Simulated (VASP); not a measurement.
A run of VASP 6.6.1 is set up as follows.

File INCAR:

```
SYSTEM = CdSe2
PREC     = Accurate       ! precision mode
ENCUT    = 520            ! plane-wave cutoff, eV
EDIFF    = 1E-7           ! SCF threshold, eV
ISMEAR   = -1             ! smearing method
SIGMA    = 0.03           ! smearing width, eV
LREAL    = .False.        ! projectors in reciprocal space
LASPH    = .True.         ! aspherical terms in the spheres
NELM     = 60             ! most SCF steps
ALGO     = Normal         ! electronic algorithm
ISIF     = 2              ! what is computed and relaxed
LWAVE    = .False.        ! write WAVECAR
LCHARG   = .False.        ! write CHGCAR
GGA      = PS             ! functional
NBANDS   = 19             ! bands
```

KPOINTS

```
regular mesh
0
Gamma
  6 6 6
  0 0 0
```

Contents of POSCAR:

```
CdSe2
1.0
    0.0000000000      3.2939339393      3.2939339393
    3.2939339393      0.0000000000      3.2939339393
    3.2939339393      3.2939339393      0.0000000000
Cd Se
1 2
Direct
    0.0000000000      0.0000000000      0.0000000000
    0.7500000000      0.7500000000      0.7500000000
    0.2500000000      0.2500000000      0.2500000000
```

Potentials or basis: VASP PAW PBE potentials, release 64 (Cd, Se).

The run is started by

```console
$ cat potpaw_PBE.64/Cd/POTCAR potpaw_PBE.64/Se/POTCAR > POTCAR
$ mpirun -np 1 vasp_std > vasp.out
```

**Question.** Predict the pressure.

**Answer.** 0.3 GPa.

**Question.** Predict the band gap on the k mesh.

**Answer.** Zero (band 12 reaches 3.74 eV, above the bottom of band 13 at 1.42 eV).

Caveat: the PAW data sets were made with another functional, which shifts forces and pressure a little.
